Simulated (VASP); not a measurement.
# Rh (Fm-3m) in VASP: further runs, part 2 of 2

VASP 6.6.1. The steps go on from the part before.

## (4) Electric field gradients, r2SCAN

Input file POSCAR:

```
Rh
1.0
    0.0000000000      1.9029860865      1.9029860865
    1.9029860865      0.0000000000      1.9029860865
    1.9029860865      1.9029860865      0.0000000000
Rh
1
Direct
    0.0000000000      0.0000000000      0.0000000000
```

Input file INCAR.step1:

```
  ALGO = Normal
  EDIFF = 1E-5
  ENCUT = 440
  GGA = PE
  GGA_COMPAT = False
  ISMEAR = -1
  LASPH = True
  LCHARG = False
  LREAL = False
  LWAVE = True
  NBANDS = 14
  NELM = 120
  PREC = Accurate
  SIGMA = 0.05
```

Input file INCAR.step2:

```
  ALGO = Normal
  EDIFF = 1E-8
  ENCUT = 440
  GGA_COMPAT = False
  ISIF = 2
  ISMEAR = -1
  ISTART = 1
  LASPH = True
  LCHARG = False
  LEFG = True
  LMIXTAU = True
  LREAL = False
  LWAVE = False
  METAGGA = R2SCAN
  NBANDS = 14
  NELM = 120
  PREC = Accurate
  SIGMA = 0.05
```

Input file KPOINTS:

```
k-points
0
Gamma
  18 18 18
```

Potentials or basis: VASP PAW PBE potentials, release 64 (Rh_pv).

Started as:

```sh
$ cat potpaw_PBE.64/Rh_pv/POTCAR > POTCAR
$ cp INCAR.step1 INCAR
$ mpirun -np 1 vasp_std > vasp.out
$ cp INCAR.step2 INCAR
$ mpirun -np 1 vasp_std > vasp.out
```

OUTCAR:

```text
EDIFF = 1E-8
   ENCUT = 440
   ISIF = 2
   ISMEAR = -1
   ISTART = 1
   LASPH = True
   LREAL = False
   METAGGA = R2SCAN
   NELM = 120
   PREC = Accurate

 ion  position               nearest neighbor table
   1  0.000  0.000  0.000-

  LATTYP: Found a face centered cubic cell.
 ALAT       =     3.8059721730

  Lattice vectors:

 A1 = (   0.0000000000,   1.9029860865,   1.9029860865)
 A2 = (   1.9029860865,   0.0000000000,   1.9029860865)
 A3 = (   1.9029860865,   1.9029860865,   0.0000000000)

Analysis of symmetry for initial positions (statically):
=====================================================================
 Subroutine PRICEL returns:
 Original cell was already a primitive cell.

 Routine SETGRP: Setting up the symmetry group for a
 face centered cubic supercell.

 Subroutine GETGRP returns: Found 48 space group operations
 (whereof 48 operations were pure point group operations)
 out of a pool of 48 trial point group operations.

The static configuration has the point symmetry O_h .

Analysis of symmetry for dynamics (positions and initial velocities):
=====================================================================
 Subroutine PRICEL returns:
 Original cell was already a primitive cell.

 Routine SETGRP: Setting up the symmetry group for a
 face centered cubic supercell.

 Subroutine GETGRP returns: Found 48 space group operations
 (whereof 48 operations were pure point group operations)
 out of a pool of 48 trial point group operations.

The dynamic configuration has the point symmetry O_h .

 Subroutine INISYM returns: Found 48 space group operations
 (whereof 48 operations are pure point group operations),
 and found     1 'primitive' translations

----------------------------------------------------------------------------------------

                                     Primitive cell

  volume of cell :      13.7828

  direct lattice vectors                    reciprocal lattice vectors
     0.000000000  1.902986086  1.902986086    -0.262744958  0.262744958  0.262744958
     1.902986086  0.000000000  1.902986086     0.262744958 -0.262744958  0.262744958
     1.902986086  1.902986086  0.000000000     0.262744958  0.262744958 -0.262744958

  length of vectors
     2.691228733  2.691228733  2.691228733     0.455087617  0.455087617  0.455087617

  position of ions in fractional coordinates (direct lattice)
     0.000000000  0.000000000  0.000000000

  ion indices of the primitive-cell ions
   primitive index   ion index
                 1           1

----------------------------------------------------------------------------------------

 KPOINTS: k-points

Automatic generation of k-mesh.
 Grid dimensions read from file:
 generate k-points for:   18   18   18
[... 72 lines left out ...]
   POTIM  = 0.5000    time-step for ionic-motion
   TEBEG  =    0.0;   TEEND  =   0.0 temperature during run
   PSTRESS=    0.0 pullay stress
   NELECT =      15.0000    total number of electrons
   NUPDOWN=      -1.0000    fix difference up-down
   EMIN   =  10.00;   EMAX   =-10.00  energy-range for DOS
   EFERMI =   0.00;   METHOD = LEGACY
   ISMEAR =    -1;   SIGMA  =   0.05  broadening in eV -4-tet -1-fermi 0-gaus
   EFERMI_NEDOS =   21; number of points for ismear=-14 and -15
   IALGO  =     38    algorithm
   IMIX   =      4    mixing-type and parameters
     AMIX     =   0.40;   BMIX     =  1.00
     AMIX_MAG =   1.60;   BMIX_MAG =  1.00
  volume/ion in A,a.u.               =      13.78        93.01
  Fermi-wavevector in a.u.,A,eV,Ry     =   1.683939  3.182183 38.581359  2.835650
  Thomas-Fermi vector in A             =   2.767050
   LORBIT       =      0    0 simple, 1 ext, 2 COOP (PROOUT), +10 PAW based schemes
   METAGGA = R2SCAN    functional components
   LHFCALC =     F    Hartree Fock is set to
   AEXX    =    0.0000 exact exchange contribution
   IVDW    =     0    specifies the selected vdW correction
   LEPSILON=     F    determine dielectric tensor
   LRPA    =     F    only Hartree local field effects (RPA)
 non-spin polarized calculation
  energy-cutoff  :      440.00
  volume of cell :       13.78
 maximum number of plane-waves:       302
   NGX =  9   NGY =  9   NGZ =  9

 number of electron      15.0000004 magnetization

 Free energy of the ion-electron system (eV)
  ---------------------------------------------------
  ext. energy  EPLUGINS =         0.00000000
  ---------------------------------------------------
  free energy    TOTEN  =       -24.14140263 eV

  energy without entropy =      -24.13053288  energy(sigma->0) =      -24.13596775

 E-fermi :  11.6912     XC(G=0): -15.1886

 val. band max:       11.6700242811   @ k =   0.5000   0.3889   0.0556
 cond. band min:      11.6930587601   @ k =   0.5000   0.2222   0.1111
 fundamental gap:      0.0230344790
 Fermi energy:        11.6912149960

 k-point     1 :       0.0000    0.0000    0.0000
  band No.  band energies     occupation
      1     -36.0994      2.00000
      2     -36.0994      2.00000
      3     -36.0994      2.00000
      4       3.5252      2.00000
      5       8.5259      2.00000
      6       8.5259      2.00000
      7       8.5259      2.00000
      8      10.6172      2.00000
      9      10.6172      2.00000
     10      28.4064      0.00000
     11      29.0739      0.00000
     12      34.1433      0.00000
     13      34.1433      0.00000
     14      34.1433      0.00000
[... 377 lines left out ...]
      1     -36.4767      2.00000
      2     -36.1764      2.00000
      3     -36.1424      2.00000
      4       5.4138      2.00000
      5       8.1900      2.00000
      6       8.9167      2.00000
      7       8.9691      2.00000
      8      10.4420      2.00000
      9      11.1491      1.99996
     10      27.8999      0.00000
     11      29.0744      0.00000
     12      30.1670      0.00000
     13      35.6064      0.00000
     14      37.5595      0.00000

 [... further k-points ...]

------------------------ aborting loop because EDIFF is reached ----------------------------------------

  FORCE on cell =-STRESS in cart. coord.  units (eV):
  Direction    XX          YY          ZZ          XY          YZ          ZX
  --------------------------------------------------------------------------------------
  -------------------------------------------------------------------------------------
  Total       -0.0333770     -0.0333770     -0.0333770      0.0000000      0.0000000      0.0000000
  in kB       -3.8799060     -3.8799060     -3.8799060      0.0000000      0.0000000      0.0000000
  external PRESSURE =      -3.8799060 kB  Pullay stress =       0.0000000 kB

 VOLUME and BASIS-vectors are now :
 -----------------------------------------------------------------------------
  energy-cutoff  :      440.00
  volume of cell :       13.78
      direct lattice vectors                 reciprocal lattice vectors
     0.000000000  1.902986086  1.902986086    -0.262744958  0.262744958  0.262744958
     1.902986086  0.000000000  1.902986086     0.262744958 -0.262744958  0.262744958
     1.902986086  1.902986086  0.000000000     0.262744958  0.262744958 -0.262744958

 POSITION                                       TOTAL-FORCE (eV/Angst)
 -----------------------------------------------------------------------------------
      0.00000      0.00000      0.00000         0.000000     -0.000000      0.000000
 -----------------------------------------------------------------------------------
    total drift:                                0.000000     -0.000000     -0.000000

  FREE ENERGIE OF THE ION-ELECTRON SYSTEM (eV)
  ---------------------------------------------------
  free  energy   TOTEN  =       -24.1414026306 eV

  energy  without entropy=      -24.1305328794  energy(sigma->0) =      -24.13596775

 Electric field gradients (V/A^2)
---------------------------------------------------------------------
 ion       V_xx      V_yy      V_zz      V_xy      V_xz      V_yz
---------------------------------------------------------------------
   1       0.000     0.000    -0.000     0.001     0.001     0.001
---------------------------------------------------------------------

 Electric field gradients after diagonalization (V/A^2)
 (convention: |V_zz| > |V_xx| > |V_yy|)
----------------------------------------------------------------------
 ion       V_xx      V_yy      V_zz     asymmetry (V_yy - V_xx)/ V_zz
----------------------------------------------------------------------
   1      -0.001    -0.001     0.002       0.000
----------------------------------------------------------------------

           NMR quadrupolar parameters

 Cq : quadrupolar parameter    Cq=e*Q*V_zz/h
 eta: asymmetry parameters     (V_yy - V_xx)/ V_zz
 Q  : nuclear electric quadrupole moment in mb (millibarn)
----------------------------------------------------------------------
 ion       Cq(MHz)       eta       Q (mb)
----------------------------------------------------------------------
   1       0.000       0.000       1.000
----------------------------------------------------------------------
```

OUTCAR.step1:

```text
EDIFF = 1E-5
   ENCUT = 440
   GGA = PE
   ISMEAR = -1
   LASPH = True
[... 622 lines left out ...]

 POSITION                                       TOTAL-FORCE (eV/Angst)
 -----------------------------------------------------------------------------------
      0.00000      0.00000      0.00000        -0.000000     -0.000000      0.000000
 -----------------------------------------------------------------------------------
    total drift:                                0.000000     -0.000000      0.000000

  FREE ENERGIE OF THE ION-ELECTRON SYSTEM (eV)
  ---------------------------------------------------
  free  energy   TOTEN  =        -7.2589361308 eV

  energy  without entropy=       -7.2478045073  energy(sigma->0) =       -7.25337032
```

OSZICAR.step1:

```text
N       E                     dE             d eps       ncg     rms          rms(c)
DAV:   1     0.108007438972E+03    0.10801E+03   -0.79944E+03  5488   0.101E+03
DAV:   2    -0.636456532023E+01   -0.11437E+03   -0.10939E+03  6114   0.316E+02
DAV:   3    -0.775478220086E+01   -0.13902E+01   -0.13886E+01  6582   0.385E+01
DAV:   4    -0.775994138301E+01   -0.51592E-02   -0.51589E-02  6270   0.241E+00
DAV:   5    -0.775998556059E+01   -0.44178E-04   -0.44178E-04  6360   0.195E-01    0.101E+01
DAV:   6    -0.727891500685E+01    0.48107E+00   -0.79752E-01  5832   0.124E+01    0.352E+00
DAV:   7    -0.726243688123E+01    0.16478E-01   -0.17114E-02  6246   0.159E+00    0.166E+00
DAV:   8    -0.725907324069E+01    0.33636E-02   -0.33014E-03  5856   0.766E-01    0.203E-01
DAV:   9    -0.725893498667E+01    0.13825E-03   -0.90322E-05  5868   0.129E-01    0.110E-02
DAV:  10    -0.725893613084E+01   -0.11442E-05   -0.26673E-06  3390   0.209E-02
   1 F= -.72589361E+01 E0= -.72533703E+01  d E =-.111316E-01
```

Wall time 79 s (1 thread of Intel Xeon Platinum 8559C (Emerald Rapids), shared host); peak memory 0.14 GiB.

What came out:

| Property | Result |
| --- | --- |
| Free energy | -24.1414 eV |
| Pressure | -0.4 GPa |
| Band gap on the k mesh | zero (an odd number of electrons rules out a gap without spin polarisation) |
| Largest electric field gradient by atom | zero within the noise of the run |

Caveat: an empty level that is flat over the whole mesh can mark a ghost state of the potentials, or a narrow d or f band; the PAW data sets were made with another functional, which shifts forces and pressure a little.

## (5) Electric field gradients, LDA, non-collinear spin, zero start, spin-orbit coupling

Input file INCAR:

```
SYSTEM = Rh
  PREC = Accurate
  ENCUT = 400
  EDIFF = 1E-8
  ISMEAR = -1
  SIGMA = 0.05
  LREAL = .False.
  LASPH = .True.
  NELM = 200
  ALGO = Normal
  ISIF = 2
  LWAVE = .False.
  LCHARG = .False.
  MAGMOM = 0 0 0
  LORBIT = 11
  LSORBIT = .True.
  GGA_COMPAT = .False.
  LORBMOM = .True.
  LMAXMIX = 4
  GGA = CA
  LEFG = .True.
  NBANDS = 26
```

Input file KPOINTS:

```
regular mesh
0
Gamma
  18 18 18
  0 0 0
```

POSCAR is that of step 4.

Potentials or basis: VASP PAW LDA potentials, release 64 (Rh_pv).

Started as:

```sh
$ cat potpaw_LDA.64/Rh_pv/POTCAR > POTCAR
$ mpirun -np 1 vasp_ncl > vasp.out
```

OUTCAR:

```text
SYSTEM = Rh
   PREC = Accurate
   ENCUT = 400
   EDIFF = 1E-8
   ISMEAR = -1
   LREAL = .False.
   LASPH = .True.
   NELM = 200
   ISIF = 2
   LORBIT = 11
   LSORBIT = .True.
   GGA = CA

 ion  position               nearest neighbor table
   1  0.000  0.000  0.000-

  LATTYP: Found a face centered cubic cell.
 ALAT       =     3.8059721730

  Lattice vectors:

 A1 = (   0.0000000000,   1.9029860865,   1.9029860865)
 A2 = (   1.9029860865,   0.0000000000,   1.9029860865)
 A3 = (   1.9029860865,   1.9029860865,   0.0000000000)

Analysis of symmetry for initial positions (statically):
=====================================================================
 Subroutine PRICEL returns:
 Original cell was already a primitive cell.

 Routine SETGRP: Setting up the symmetry group for a
 face centered cubic supercell.

 Subroutine GETGRP returns: Found 48 space group operations
 (whereof 48 operations were pure point group operations)
 out of a pool of 48 trial point group operations.

The static configuration has the point symmetry O_h .

Analysis of symmetry for dynamics (positions and initial velocities):
=====================================================================
 Subroutine PRICEL returns:
 Original cell was already a primitive cell.

[... 931 lines left out ...]
   1       0.000       0.000       1.000
----------------------------------------------------------------------

 orbital moment (x)

 # of ion     p       d       tot
 ----------------------------------------
  1         0.000   0.000   0.000
 ----------------------------------------
            0.000   0.000   0.000

 orbital moment (y)

 # of ion     p       d       tot
 ----------------------------------------
  1         0.000  -0.000  -0.000
 ----------------------------------------
            0.000  -0.000  -0.000

 orbital moment (z)

 # of ion     p       d       tot
 ----------------------------------------
  1         0.000   0.000   0.000
 ----------------------------------------
            0.000   0.000   0.000

 Spin-Orbit-Coupling matrix elements

 Ion:    1  E_soc:     -0.3188139
 l=   1
     0.0000000    -0.0426735    -0.0426735
    -0.0426735     0.0000000    -0.0426735
    -0.0426735    -0.0426735     0.0000000
 l=   2
     0.0000000    -0.0018313     0.0000000    -0.0018313    -0.0086309
    -0.0018313     0.0000000    -0.0064732    -0.0018313    -0.0021577
     0.0000000    -0.0064732     0.0000000    -0.0064732     0.0000000
    -0.0018313    -0.0018313    -0.0064732     0.0000000    -0.0021577
    -0.0086309    -0.0021577     0.0000000    -0.0021577     0.0000000
 l=   3
     0.0000000     0.0000000     0.0000000     0.0000000     0.0000000     0.0000000     0.0000000
     0.0000000     0.0000000     0.0000000     0.0000000     0.0000000     0.0000000     0.0000000
     0.0000000     0.0000000     0.0000000     0.0000000     0.0000000     0.0000000     0.0000000
     0.0000000     0.0000000     0.0000000     0.0000000     0.0000000     0.0000000     0.0000000
     0.0000000     0.0000000     0.0000000     0.0000000     0.0000000     0.0000000     0.0000000
     0.0000000     0.0000000     0.0000000     0.0000000     0.0000000     0.0000000     0.0000000
     0.0000000     0.0000000     0.0000000     0.0000000     0.0000000     0.0000000     0.0000000

 total charge

# of ion       s       p       d       tot
------------------------------------------
    1        0.415   6.306   7.063  13.784

 magnetization (x)

# of ion       s       p       d       tot
------------------------------------------
    1        0.000   0.000  -0.000  -0.000

 magnetization (y)

# of ion       s       p       d       tot
------------------------------------------
    1       -0.000   0.000  -0.000  -0.000

 magnetization (z)

# of ion       s       p       d       tot
------------------------------------------
    1        0.000  -0.000  -0.000  -0.000
```

OSZICAR:

```text
N       E                     dE             d eps       ncg     rms          rms(c)
DAV:   1     0.143422696245E+03    0.14342E+03   -0.75371E+03 10268   0.109E+03
DAV:   2    -0.566570166463E+01   -0.14909E+03   -0.14276E+03 10574   0.374E+02
DAV:   3    -0.938334602231E+01   -0.37176E+01   -0.36939E+01 11506   0.663E+01
DAV:   4    -0.940701549028E+01   -0.23669E-01   -0.23663E-01 11714   0.531E+00
DAV:   5    -0.940734027375E+01   -0.32478E-03   -0.32474E-03 12340   0.603E-01    0.106E+01
DAV:   6    -0.885166370720E+01    0.55568E+00   -0.95253E-01 10726   0.143E+01    0.364E+00
DAV:   7    -0.883494784607E+01    0.16716E-01   -0.61120E-02 12474   0.190E+00    0.176E+00
DAV:   8    -0.882991070431E+01    0.50371E-02   -0.40359E-03 11356   0.852E-01    0.800E-01
DAV:   9    -0.882961798734E+01    0.29272E-03   -0.29869E-04 12154   0.242E-01    0.540E-02
DAV:  10    -0.882959265842E+01    0.25329E-04   -0.92452E-05 11450   0.142E-01    0.267E-02
DAV:  11    -0.882959441890E+01   -0.17605E-05   -0.43904E-06 11572   0.269E-02    0.239E-03
DAV:  12    -0.882959431398E+01    0.10491E-06   -0.33511E-07 12248   0.778E-03    0.615E-04
DAV:  13    -0.882959431569E+01   -0.17094E-08   -0.63518E-09  8208   0.108E-03
   1 F= -.88295943E+01 E0= -.88241816E+01  d E =-.108253E-01  mag=     0.0000     0.0000    -0.0000
```

It took 54 s on 1 thread of Intel Xeon Platinum 8559C (Emerald Rapids), shared host; peak memory 0.18 GiB.

Results:

```yaml
Free_energy: -8.8296 eV
Pressure: -11.9 GPa
Net_moment: 0.00 μB per cell
Largest_electric_field_gradient_by_atom: zero within the noise of the run
Valence_electrons_inside_the_program's_atomic_spheres: Rh 13.78
```

Moments on the atoms (μB; x, y, z):
```
Rh  0.00 0.00 0.00
```

Caveat: the cell stands under tension.

## (6) Summary

```tsv
level	potentials or basis	spin	cutoff (eV)	gap on the mesh (eV)	pressure (GPa)
PBEsol	VASP PAW PBE potentials, release 64 (Rh_pv)	off	400	none	-7.0
PBE	VASP PAW PBE potentials, release 64 (Rh_pv)	off	400	none	3.9
r2SCAN	VASP PAW PBE potentials, release 64 (Rh_pv)	off	440	none	-0.4
LDA	VASP PAW LDA potentials, release 64 (Rh_pv)	non-collinear, zero start, SOC	400	-	-11.9
```

Alike in all rows: task electric field gradients; cell as given; k mesh 18 × 18 × 18; smearing fermi-dirac 0.05 eV.

Caveats: the cell stands under tension (at least some runs); the PAW data sets were made with another functional, which shifts forces and pressure a little (at least some runs); the cell stands under pressure (at least some runs); an empty level that is flat over the whole mesh can mark a ghost state of the potentials, or a narrow d or f band (at least some runs).

Total energies depend on the potentials used, so only differences within one code and one set of settings carry meaning.
